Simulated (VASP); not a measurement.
A run of VASP 6.6.1 is set up as follows.

INCAR

```
SYSTEM = ZrS
  PREC = Accurate
  ENCUT = 520
  EDIFF = 1E-6
  ISMEAR = 0
  SIGMA = 0.1
  LREAL = .False.
  LASPH = .True.
  NELM = 60
  ALGO = Normal
  ISIF = 2
  LWAVE = .False.
  LCHARG = .True.
  GGA = PS
  LELF = .True.
  LVHAR = .True.
  NBANDS = 26
```

The input KPOINTS:

```
regular mesh
0
Gamma
  14 14 10
  0 0 0
```

The input POSCAR:

```
ZrS
1.0
    2.5055830902      2.5055830902      0.0000000000
   -2.5055830902      2.5055830902      0.0000000000
    0.0000000000      0.0000000000      5.2145626486
Zr S
2 2
Direct
    0.0000000000      0.0000000000      0.0000000000
    0.5000000000      0.5000000000      0.5000000000
    0.5000000000      0.5000000000      0.0000000000
    0.0000000000      0.0000000000      0.5000000000
```

Potentials or basis: VASP PAW PBE potentials, release 64 (Zr_sv, S).

Run with:

```console
$ cat potpaw_PBE.64/Zr_sv/POTCAR potpaw_PBE.64/S/POTCAR > POTCAR
$ mpirun -np 1 vasp_std > vasp.out
```

Question: What does it give for the band gap on the k mesh?

Answer: Zero (bands 18 and 19 overlap by 3.08 eV).

Question: What does it give for the pressure?

Answer: 9.5 GPa.

Stress tensor (GPa, compression positive):
```
14.17  0.00  0.00
 0.00 14.17  0.00
 0.00  0.00  0.20
```

Caveat: the cell differs from its parent crystal (biaxial strain in the a-b plane: -3.0 %, then relaxed in part); the cell stands under pressure; the PAW data sets were made with another functional, which shifts forces and pressure a little.
